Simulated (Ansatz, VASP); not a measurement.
# In in VASP and in Ansatz

```
CELL_PARAMETERS angstrom
0.00000 2.47114 2.47114
2.47114 0.00000 2.47114
2.47114 2.47114 0.00000
ATOMIC_POSITIONS crystal
In 0.00000 0.00000 0.00000
```

Alike in both runs: task single point; functional PBE; k mesh 14 × 14 × 14; occupations gaussian, width 0.1 eV; no spin polarisation.

```csv
,VASP,Ansatz
version,VASP 6.6.1,Ansatz 0.2.0
potentials or method,"VASP PAW PBE potentials, release 64 (In_d), cutoff 500 eV","scalar-relativistic, plane waves, PAW"
valence electrons in the cell,13,13
```

|  | VASP | Ansatz | Ansatz less VASP |
| --- | --- | --- | --- |
| gap on the k mesh at the Fermi level (eV) | none | none | - |
| pressure (GPa) | -2.6 | -2.6 | +0.03 |

A gap of «none» marks a metal or a gap that the smearing closes.
